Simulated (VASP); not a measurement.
A run of VASP 6.6.1:

Contents of INCAR:

```
SYSTEM = TiPd3
ALGO = Normal
EDIFF = 1E-8
ENCUT = 520
GGA = CA
ISIF = 2
ISMEAR = -1
LASPH = .TRUE.
LCHARG = .FALSE.
LEFG = .TRUE.
LREAL = .FALSE.
LWAVE = .FALSE.
NBANDS = 29
NELM = 60
PREC = Accurate
SIGMA = 0.05
```

Contents of KPOINTS:

```
k-points
0
G
  11 11 11
  0 0 0
```

File POSCAR:

```
TiPd3
1.0
    3.8072239848      0.0000000000      0.0000000000
    0.0000000000      3.8072239848      0.0000000000
    0.0000000000      0.0000000000      3.8072239848
Ti Pd
1 3
Direct
    0.0000000000      0.0000000000      0.0000000000
    0.0000000000      0.5000000000      0.5000000000
    0.5000000000      0.0000000000      0.5000000000
    0.5000000000      0.5000000000      0.0000000000
```

Potentials or basis: VASP PAW LDA potentials, release 64 (Ti_sv, Pd).

Run with:

```console
$ cat potpaw_LDA.64/Ti_sv/POTCAR potpaw_LDA.64/Pd/POTCAR > POTCAR
$ mpirun -np 1 vasp_std > vasp.out
```

Hardware: 1 thread of AMD EPYC 7R43 64-Core Processor (Zen 3), with other jobs on the host.

**Question.** How long does it take, and how much memory?

**Answer.** Run time: 83 s on 1 thread of AMD EPYC 7R43 64-Core Processor (Zen 3), on a shared host, peak memory 0.16 GiB. Counts: scf iterations 17, k points 56.
